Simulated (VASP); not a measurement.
Li7H8 (a cell with a defect), 15 atoms in the cell. The cell holds a defect, 15 atoms: a = 5.667 Å, b = 5.667 Å, c = 5.667 Å, α = 60.00°, β = 60.00°, γ = 60.00°.  This cell differs from its parent crystal: atoms taken out, then relaxed in part.

* Program: VASP 6.6.1
* Task: single point
* Functional: PBE
* Potentials or basis: VASP PAW PBE potentials, release 64 (Li_sv, H)
* Cutoff: 520 eV
* k mesh: 4 × 4 × 4
* Occupations: gaussian, width 0.05 eV
* Spin: no spin polarisation
* Dipole correction: no
* Charge: -1
* Further INCAR settings: LREAL = Auto; ALGO = Normal; EDIFF = 1e-06; NBANDS = 28; NELECT = 30.0

Potentials or basis: VASP PAW PBE potentials, release 64 (Li_sv, H).

Run with:

```bash
$ cat potpaw_PBE.64/Li_sv/POTCAR potpaw_PBE.64/H/POTCAR > POTCAR
$ mpirun -np 1 vasp_std > vasp.out
```

Hardware: 1 thread of Intel(R) Xeon(R) Platinum 8488C (Sapphire Rapids) (shared host).

Task: Estimate the wall time of this run.

Result: Run time: 58 s on 1 thread of Intel(R) Xeon(R) Platinum 8488C (Sapphire Rapids) (shared host), peak memory 0.25 GiB. Counts: scf iterations 16, k points 8.
